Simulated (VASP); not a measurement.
## SrTiO3: single point with PBE

The system is SrTiO3.

```
CELL_PARAMETERS angstrom
3.90685 0.00000 0.00000
0.00000 3.90685 0.00000
0.00000 0.00000 3.90685
ATOMIC_POSITIONS crystal
Sr 0.00000 0.00000 0.00000
Ti 0.50000 0.50000 0.50000
O 0.50000 0.50000 0.00000
O 0.50000 0.00000 0.50000
O 0.00000 0.50000 0.50000
```

```yaml
Program: VASP 6.6.1
Task: single point
Functional: PBE
Potentials_or_basis: VASP PAW PBE potentials, release 64 (Sr_sv, Ti_sv, O)
Cutoff: 520 eV
k_mesh: 6 × 6 × 6
Occupations: gaussian, width 0.01 eV
Spin: no spin polarisation
```

```json
{
 "Pressure": "4.7 GPa",
 "Band gap on the k mesh": "1.85 eV, indirect (least direct gap 2.21 eV)"
}
```

Levels at points of the mesh, in eV from the valence-band top:
| k point | band 16 | band 17 | band 18 | band 19 | band 20 | band 21 | band 22 | band 23 | band 24 | band 25 |
| --- | --- | --- | --- | --- | --- | --- | --- | --- | --- | --- |
| (0.00, 0.00, 0.00) | -1.17 | -1.17 | -0.36 | -0.36 | -0.36 | 1.85 | 1.85 | 1.85 | 4.29 | 4.29 |
| (0.50, 0.00, 0.00) | -2.35 | -2.35 | -1.98 | -0.73 | -0.73 | 2.02 | 3.77 | 3.77 | 4.31 | 6.51 |
| (0.50, 0.50, 0.00) | -2.85 | -1.72 | -1.57 | -1.57 | -0.09 | 3.78 | 3.78 | 4.23 | 5.27 | 7.88 |
| (0.50, 0.50, 0.50) | -3.73 | -3.73 | 0.00 | 0.00 | 0.00 | 4.45 | 4.45 | 4.45 | 6.94 | 6.94 |

Wall time 18 s on 1 thread of Intel(R) Xeon(R) 6975P-C (Granite Rapids), with other jobs on the host, peak memory 0.19 GiB.

A k mesh can miss the band edges.
